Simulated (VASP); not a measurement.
# Au (Im-3m) in VASP: notebook

Aim: see how the results for Au move with the level of theory and the settings. Levels: RPBE, LDA. Tasks: band structure, single point.

Program: VASP 6.6.1. These are calculated values, not measurements. Logs are shortened: lines on timing, memory, paths and dates and some standing lists are left out, and cuts for length are marked.

### 1 The cell of the first run

The structure is cubic, space group Im-3m (No. 229). Conventional cell: a = 3.315 Å, b = 3.315 Å, c = 3.315 Å, α = 90.00°, β = 90.00°, γ = 90.00°. Au (site symmetry m-3m) has 14 Au at 2.87 to 3.31 Å within 3.8 Å.

This isn't the form of Au at room conditions, which is fcc.

### 2 Band structure, RPBE

The input, INCAR:

```
SYSTEM = Au
GGA = RP ; ISMEAR = -1
SIGMA = 0.02 ; LWAVE = .FALSE.
LCHARG = .FALSE. ; NBANDS = 30
PREC = Accurate ; LASPH = .TRUE.
LREAL = .FALSE. ; ALGO = Normal
EDIFF = 1E-6 ; NELM = 120
GGA_COMPAT = .FALSE. ; ENCUT = 460
LMAXMIX = 4
```

The input, KPOINTS:

```
Automatic mesh
0
Gamma
  26 26 26
  0 0 0
```

The input, KPOINTS_OPT:

```
path GHNGPH,PN
12
line-mode
reciprocal
 0.0000000000  0.0000000000  0.0000000000  G
 0.5000000000 -0.5000000000  0.5000000000  H

 0.5000000000 -0.5000000000  0.5000000000  H
 0.0000000000  0.0000000000  0.5000000000  N

 0.0000000000  0.0000000000  0.5000000000  N
 0.0000000000  0.0000000000  0.0000000000  G

 0.0000000000  0.0000000000  0.0000000000  G
 0.2500000000  0.2500000000  0.2500000000  P

 0.2500000000  0.2500000000  0.2500000000  P
 0.5000000000 -0.5000000000  0.5000000000  H

 0.2500000000  0.2500000000  0.2500000000  P
 0.0000000000  0.0000000000  0.5000000000  N
```

The input, POSCAR:

```
Au
1.0
   -1.6572690000      1.6572690000      1.6572690000
    1.6572690000     -1.6572690000      1.6572690000
    1.6572690000      1.6572690000     -1.6572690000
Au
1
Direct
    0.0000000000      0.0000000000      0.0000000000
```

Potentials or basis: VASP PAW PBE potentials, release 64 (Au).

Command:

```
$ cat potpaw_PBE.64/Au/POTCAR > POTCAR
$ mpirun -np 1 vasp_std > vasp.out
```

OUTCAR:

```text
SYSTEM = Au
   GGA = RP
   ISMEAR = -1
   PREC = Accurate
   LASPH = .TRUE.
   LREAL = .FALSE.
   EDIFF = 1E-6
   NELM = 120
   ENCUT = 460

 ion  position               nearest neighbor table
   1  0.000  0.000  0.000-

  LATTYP: Found a body centered cubic cell.
 ALAT       =     3.3145380000

  Lattice vectors:

 A1 = (  -1.6572690000,   1.6572690000,   1.6572690000)
 A2 = (   1.6572690000,  -1.6572690000,   1.6572690000)
 A3 = (   1.6572690000,   1.6572690000,  -1.6572690000)

Analysis of symmetry for initial positions (statically):
=====================================================================
 Subroutine PRICEL returns:
 Original cell was already a primitive cell.

 Routine SETGRP: Setting up the symmetry group for a
 body centered cubic supercell.

 Subroutine GETGRP returns: Found 48 space group operations
 (whereof 48 operations were pure point group operations)
 out of a pool of 48 trial point group operations.

The static configuration has the point symmetry O_h .

Analysis of symmetry for dynamics (positions and initial velocities):
=====================================================================
 Subroutine PRICEL returns:
 Original cell was already a primitive cell.

 Routine SETGRP: Setting up the symmetry group for a
 body centered cubic supercell.

 Subroutine GETGRP returns: Found 48 space group operations
 (whereof 48 operations were pure point group operations)
 out of a pool of 48 trial point group operations.

The dynamic configuration has the point symmetry O_h .

 Subroutine INISYM returns: Found 48 space group operations
 (whereof 48 operations are pure point group operations),
 and found     1 'primitive' translations

----------------------------------------------------------------------------------------

                                     Primitive cell

  volume of cell :      18.2070

  direct lattice vectors                    reciprocal lattice vectors
    -1.657269000  1.657269000  1.657269000     0.000000000  0.301701172  0.301701172
     1.657269000 -1.657269000  1.657269000     0.301701172  0.000000000  0.301701172
     1.657269000  1.657269000 -1.657269000     0.301701172  0.301701172  0.000000000

  length of vectors
     2.870474110  2.870474110  2.870474110     0.426669890  0.426669890  0.426669890

  position of ions in fractional coordinates (direct lattice)
     0.000000000  0.000000000  0.000000000

  ion indices of the primitive-cell ions
   primitive index   ion index
                 1           1

----------------------------------------------------------------------------------------

 KPOINTS: Automatic mesh

Automatic generation of k-mesh.
 Grid dimensions read from file:
 generate k-points for:   26   26   26

 Generating k-lattice:

  Cartesian coordinates                     Fractional coordinates (reciprocal lattice)
     0.000000000  0.011603891  0.011603891     0.038461538  0.000000000  0.000000000
     0.011603891  0.000000000  0.011603891     0.000000000  0.038461538  0.000000000
     0.011603891  0.011603891  0.000000000     0.000000000  0.000000000  0.038461538

  Length of vectors
     0.016410380  0.016410380  0.016410380

  Shift w.r.t. Gamma in fractional coordinates (k-lattice)
     0.000000000  0.000000000  0.000000000

 Subroutine IBZKPT returns following result:
 ===========================================

 Found    511 irreducible k-points:

 Following reciprocal coordinates:
            Coordinates               Weight
  0.000000  0.000000  0.000000      1.000000
  0.038462  0.000000  0.000000     12.000000
  0.076923  0.000000  0.000000     12.000000
  0.115385  0.000000  0.000000     12.000000
  0.153846  0.000000  0.000000     12.000000
  0.192308  0.000000  0.000000     12.000000
[... 16 lines left out ...]
  0.346154  0.038462  0.000000     48.000000
  0.384615  0.038462  0.000000     48.000000
 [... further k-points ...]
   k-points           NKPTS =    511   k-points in BZ     NKDIM =    511   number of bands    NBANDS=     30
   number of dos      NEDOS =    301   number of ions     NIONS =      1
   total plane-waves  NPLWV =   8000
   dimension x,y,z NGX =    20 NGY =   20 NGZ =   20
   dimension x,y,z NGXF=    40 NGYF=   40 NGZF=   40
   ions per type =               1
   NGX,Y,Z   is equivalent  to a cutoff of  11.58, 11.58, 11.58 a.u.
   NGXF,Y,Z  is equivalent  to a cutoff of  23.17, 23.17, 23.17 a.u.
 SYSTEM =  Au
   PREC   = accura    normal or accurate (medium, high low for compatibility)
   ISTART =      0    job   : 0-new  1-cont  2-samecut
   ICHARG =      2    charge: 1-file 2-atom 10-const
   ISPIN  =      1    spin polarized calculation?
   LNONCOLLINEAR =      F non collinear calculations
   LSORBIT =      F    spin-orbit coupling
   LASPH  =      T    aspherical Exc in radial PAW
   ENCUT  =  460.0 eV  33.81 Ry    5.81 a.u.   5.02  5.02  5.02*2*pi/ulx,y,z
   NELM   =    120;   NELMIN=  2; NELMDL= -5     # of ELM steps
   EDIFF  = 0.1E-05   stopping-criterion for ELM
   LREAL  =      F    real-space projection
   EDIFFG = 0.1E-04   stopping-criterion for IOM
   NSW    =      0    number of steps for IOM
   IBRION =     -1    ionic relax: 0-MD 1-quasi-New 2-CG
   NFREE  =      0    steps in history (QN), initial steepest desc. (CG)
   ISIF   =      2    stress and relaxation
   ISYM   =      2    0-nonsym 1-usesym 2-fastsym
   POTIM  = 0.5000    time-step for ionic-motion
   TEBEG  =    0.0;   TEEND  =   0.0 temperature during run

   SCALEE = 1.0000    scale energy and forces
   PSTRESS=    0.0 pullay stress
   NELECT =      11.0000    total number of electrons
   NUPDOWN=      -1.0000    fix difference up-down
   EMIN   =  10.00;   EMAX   =-10.00  energy-range for DOS
   EFERMI =   0.00;   METHOD = LEGACY
   ISMEAR =    -1;   SIGMA  =   0.02  broadening in eV -4-tet -1-fermi 0-gaus
   EFERMI_NEDOS =   21; number of points for ismear=-14 and -15
   IALGO  =     38    algorithm
   IMIX   =      4    mixing-type and parameters
     AMIX     =   0.40;   BMIX     =  1.00
     AMIX_MAG =   1.60;   BMIX_MAG =  1.00
  volume/ion in A,a.u.               =      18.21       122.87
  Fermi-wavevector in a.u.,A,eV,Ry     =   1.383968  2.615320 26.060157  1.915367
  Thomas-Fermi vector in A             =   2.508516
   LORBIT       =      0    0 simple, 1 ext, 2 COOP (PROOUT), +10 PAW based schemes
   GGA     = RP    functional components
   LHFCALC =     F    Hartree Fock is set to
   AEXX    =    0.0000 exact exchange contribution
   IVDW    =     0    specifies the selected vdW correction
   LEPSILON=     F    determine dielectric tensor
   LRPA    =     F    only Hartree local field effects (RPA)

   CSHIFT  =0.1000    complex shift for real part using Kramers Kronig

   OMEGAMAX=  -1.0    maximum frequency
 non-spin polarized calculation
  energy-cutoff  :      460.00
  volume of cell :       18.21
 maximum number of plane-waves:       420
   NGX =  9   NGY =  9   NGZ =  9

 number of electron      10.9999996 magnetization

 Free energy of the ion-electron system (eV)
  ---------------------------------------------------
  ext. energy  EPLUGINS =         0.00000000
  ---------------------------------------------------
  free energy    TOTEN  =        -2.61504090 eV

  energy without entropy =       -2.61476519  energy(sigma->0) =       -2.61490305

 E-fermi :   8.5621     XC(G=0): -12.2320

 val. band max:        8.5530815647   @ k =  -0.4231   0.4231   0.1538
 cond. band min:       8.5635495252   @ k =   0.4231   0.0769   0.0000
 fundamental gap:      0.0104679605
 Fermi energy:         8.5621268445

 k-point     1 :       0.0000    0.0000    0.0000
  band No.  band energies     occupation
      1      -0.6097      2.00000
      2       3.9950      2.00000
      3       3.9950      2.00000
      4       3.9950      2.00000
      5       5.7227      2.00000
      6       5.7227      2.00000
[... 9 lines left out ...]
     16      38.1572      0.00000
     17      38.1572      0.00000

 k-point     2 :       0.0385    0.0000    0.0000
  band No.  band energies     occupation
      1      -0.5579      2.00000
      2       3.9793      2.00000
      3       3.9967      2.00000
      4       4.0299      2.00000
      5       5.7036      2.00000
      6       5.7238      2.00000
[... 9 lines left out ...]
     16      38.2165      0.00000
     17      38.2445      0.00000

 k-point     3 :       0.0769    0.0000    0.0000
  band No.  band energies     occupation
      1      -0.4044      2.00000
      2       3.9335      2.00000
      3       4.0013      2.00000
      4       4.1341      2.00000
      5       5.6513      2.00000
      6       5.7271      2.00000
[... 9 lines left out ...]
     16      38.2672      0.00000
     17      38.3828      0.00000

 k-point     4 :       0.1154    0.0000    0.0000
  band No.  band energies     occupation
      1      -0.1548      2.00000
      2       3.8611      2.00000
      3       4.0071      2.00000
      4       4.3045      2.00000
      5       5.5797      2.00000
      6       5.7331      2.00000
[... 9 lines left out ...]
     16      38.2715      0.00000
     17      38.6318      0.00000

 k-point     5 :       0.1538    0.0000    0.0000
  band No.  band energies     occupation
      1       0.1794      2.00000
      2       3.7675      2.00000
      3       4.0154      2.00000
      4       4.5366      2.00000
      5       5.5084      2.00000
      6       5.7424      2.00000
[... 9 lines left out ...]
     16      38.3683      0.00000
     17      38.9444      0.00000

 k-point     6 :       0.1923    0.0000    0.0000
  band No.  band energies     occupation
      1       0.5768      2.00000
      2       3.6590      2.00000
      3       4.0380      2.00000
      4       4.8230      2.00000
      5       5.4564      2.00000
      6       5.7555      2.00000
[... 9 lines left out ...]
     16      39.2466      0.00000
     17      39.3099      0.00000

 k-point     7 :       0.2308    0.0000    0.0000
  band No.  band energies     occupation
      1       0.9994      2.00000
      2       3.5429      2.00000
      3       4.1088      2.00000
      4       5.1538      2.00000
      5       5.4359      2.00000
      6       5.7724      2.00000
[... 9 lines left out ...]
     16      39.7198      0.00000
     17      40.5257      0.00000

 k-point     8 :       0.2692    0.0000    0.0000
  band No.  band energies     occupation
      1       1.3861      2.00000
      2       3.4262      2.00000
      3       4.2904      2.00000
      4       5.4504      2.00000
      5       5.5157      2.00000
      6       5.7927      2.00000
[... 9 lines left out ...]
     16      40.1648      0.00000
     17      41.6210      0.00000
[... 203 lines left out ...]
      1       0.8231      2.00000
      2       3.6074      2.00000
      3       4.0248      2.00000
      4       5.0333      2.00000
      5       5.4258      2.00000
      6       5.7759      2.00000
[... 9 lines left out ...]
     16      39.9492      0.00000
     17      40.4326      0.00000

 k-point    20 :       0.2308    0.0385    0.0000
  band No.  band energies     occupation
      1       1.2367      2.00000
      2       3.4904      2.00000
      3       4.1313      2.00000
      4       5.3816      2.00000
      5       5.4313      2.00000
      6       5.7969      2.00000
[... 9 lines left out ...]
     16      40.6485      0.00000
     17      41.3765      0.00000

 k-point    21 :       0.2692    0.0385    0.0000
  band No.  band energies     occupation
      1       1.5788      2.00000
      2       3.3765      2.00000
      3       4.3781      2.00000
      4       5.4518      2.00000
      5       5.7716      2.00000
      6       5.8280      2.00000
[... 9 lines left out ...]
     16      41.4242      0.00000
     17      42.1961      0.00000

 k-point    22 :       0.3077    0.0385    0.0000
  band No.  band energies     occupation
      1       1.7944      2.00000
      2       3.2718      2.00000
      3       4.8024      2.00000
      4       5.5226      2.00000
      5       5.8479      2.00000
      6       6.1830      2.00000
[... 9 lines left out ...]
     16      42.4345      0.00000
     17      42.6305      0.00000

 k-point    23 :       0.3462    0.0385    0.0000
  band No.  band energies     occupation
      1       1.8896      2.00000
      2       3.1816      2.00000
      3       5.2729      2.00000
      4       5.6827      2.00000
      5       5.9236      2.00000
      6       6.5983      2.00000
[... 9 lines left out ...]
     16      42.4292      0.00000
     17      43.6793      0.00000

 k-point    24 :       0.3846    0.0385    0.0000
  band No.  band energies     occupation
      1       1.9120      2.00000
      2       3.1103      2.00000
      3       5.4776      2.00000
      4       5.8149      2.00000
      5       6.3183      2.00000
      6       7.0789      2.00000
[... 9 lines left out ...]
     16      41.7722      0.00000
     17      44.7787      0.00000

 [... further k-points ...]

 [bands above 17 left out]

------------------------ aborting loop because EDIFF is reached ----------------------------------------

  FORCE on cell =-STRESS in cart. coord.  units (eV):
  Direction    XX          YY          ZZ          XY          YZ          ZX
  --------------------------------------------------------------------------------------
  -------------------------------------------------------------------------------------
  Total        0.2601750      0.2601750      0.2601750      0.0000000      0.0000000     -0.0000000
  in kB       22.8948167     22.8948167     22.8948167      0.0000000      0.0000000     -0.0000000
  external PRESSURE =      22.8948167 kB  Pullay stress =       0.0000000 kB

 VOLUME and BASIS-vectors are now :
 -----------------------------------------------------------------------------
  energy-cutoff  :      460.00
  volume of cell :       18.21
      direct lattice vectors                 reciprocal lattice vectors
    -1.657269000  1.657269000  1.657269000     0.000000000  0.301701172  0.301701172
     1.657269000 -1.657269000  1.657269000     0.301701172  0.000000000  0.301701172
     1.657269000  1.657269000 -1.657269000     0.301701172  0.301701172  0.000000000

 POSITION                                       TOTAL-FORCE (eV/Angst)
 -----------------------------------------------------------------------------------
      0.00000      0.00000      0.00000        -0.000000     -0.000000      0.000000
 -----------------------------------------------------------------------------------
    total drift:                                0.000000      0.000000      0.000000

  FREE ENERGIE OF THE ION-ELECTRON SYSTEM (eV)
  ---------------------------------------------------
  free  energy   TOTEN  =        -2.6150409044 eV

  energy  without entropy=       -2.6147651868  energy(sigma->0) =       -2.61490305
```

It took 88 s on 1 thread of Intel Xeon 6975P-C (Granite Rapids), shared host; peak memory 0.36 GiB.

Results:

```
Free energy             : -2.6150 eV
Pressure                : 2.3 GPa
Band gap along the path : zero within the smearing
```

Levels at the corners of the path, in eV from the Fermi level:
| point | band 1 | band 2 | band 3 | band 4 | band 5 | band 6 | band 7 | band 8 | band 9 | band 10 |
| --- | --- | --- | --- | --- | --- | --- | --- | --- | --- | --- |
| Γ | -9.17 | -4.57 | -4.57 | -4.57 | -2.84 | -2.84 | 16.45 | 16.45 | 16.45 | 23.17 |
| H | -6.30 | -6.30 | -1.81 | -1.81 | -1.81 | 6.24 | 6.24 | 6.24 | 8.98 | 15.26 |
| H | -6.30 | -6.30 | -1.81 | -1.81 | -1.81 | 6.24 | 6.24 | 6.24 | 8.98 | 15.26 |
| N | -6.70 | -5.54 | -2.97 | -2.67 | -1.47 | -0.36 | 3.18 | 12.32 | 13.47 | 20.86 |
| N | -6.70 | -5.54 | -2.97 | -2.67 | -1.47 | -0.36 | 3.18 | 12.32 | 13.47 | 20.86 |
| Γ | -9.17 | -4.57 | -4.57 | -4.57 | -2.84 | -2.84 | 16.45 | 16.45 | 16.45 | 23.17 |
| Γ | -9.17 | -4.57 | -4.57 | -4.57 | -2.84 | -2.84 | 16.45 | 16.45 | 16.45 | 23.17 |
| P | -5.00 | -5.00 | -5.00 | -2.63 | -2.63 | 2.70 | 6.92 | 6.92 | 6.92 | 26.36 |
| P | -5.00 | -5.00 | -5.00 | -2.63 | -2.63 | 2.70 | 6.92 | 6.92 | 6.92 | 26.36 |
| H | -6.30 | -6.30 | -1.81 | -1.81 | -1.81 | 6.24 | 6.24 | 6.24 | 8.98 | 15.26 |
| P | -5.00 | -5.00 | -5.00 | -2.63 | -2.63 | 2.70 | 6.92 | 6.92 | 6.92 | 26.36 |
| N | -6.70 | -5.54 | -2.97 | -2.67 | -1.47 | -0.36 | 3.18 | 12.32 | 13.47 | 20.86 |

Caveat: the PAW data sets were made with another functional, which shifts forces and pressure a little; spin-orbit coupling is left out, which moves the levels of the heavy elements.

### 3 Single point, LDA

POSCAR is that of step 2.

The input, INCAR.step1:

```
SYSTEM = Au
GGA = CA
ISMEAR = 1
SIGMA = 0.1
LWAVE = .FALSE.
LCHARG = .TRUE.
NBANDS = 20
PREC = Accurate
LASPH = .TRUE.
LREAL = .FALSE.
ALGO = Normal
EDIFF = 1E-6
NELM = 120
GGA_COMPAT = .FALSE.
ENCUT = 460
LMAXMIX = 4
```

The input, KPOINTS.step1:

```
k-points
0
Gamma
  13 13 13
```

The input, INCAR.step2:

```
SYSTEM = Au
GGA = CA
ISMEAR = -5
LWAVE = .FALSE.
LCHARG = .FALSE.
NBANDS = 20
PREC = Accurate
LASPH = .TRUE.
LREAL = .FALSE.
ALGO = Normal
EDIFF = 1E-6
NELM = 120
GGA_COMPAT = .FALSE.
ENCUT = 460
LMAXMIX = 4
NEDOS = 4001
LORBIT = 11
EMIN = -8.9189
EMAX = 16.0811
ICHARG = 11
```

The input, KPOINTS.step2:

```
Automatic mesh
0
Gamma
  34 34 34
  0 0 0
```

Potentials or basis: VASP PAW LDA potentials, release 64 (Au).

Command:

```
$ cat potpaw_LDA.64/Au/POTCAR > POTCAR
$ cp INCAR.step1 INCAR
$ cp KPOINTS.step1 KPOINTS
$ mpirun -np 1 vasp_std > vasp.out
$ cp INCAR.step2 INCAR
$ cp KPOINTS.step2 KPOINTS
$ mpirun -np 1 vasp_std > vasp.out
```

Run time: 2 min. Hardware: 1 thread of Intel Xeon Platinum 8559C (Emerald Rapids), shared host; peak memory 0.49 GiB.

It converged, with:

| Property | Result |
| --- | --- |
| Valence electrons inside the program's atomic spheres | Au 9.58 |
| Density of states at the Fermi level | 0.30 states/eV/atom |

Levels at points of the mesh, in eV from the Fermi level:
| k point | band 4 | band 5 | band 6 | band 7 | band 8 | band 9 |
| --- | --- | --- | --- | --- | --- | --- |
| (0.00, 0.00, 0.00) | -4.51 | -2.74 | -2.74 | 16.47 | 16.47 | 16.47 |
| (0.50, 0.00, 0.00) | -2.57 | -1.37 | -0.38 | 3.20 | 12.30 | 13.37 |

Caveat: spin-orbit coupling is left out, which moves the levels of the heavy elements; tetrahedron occupations give inexact forces and stress in metals.
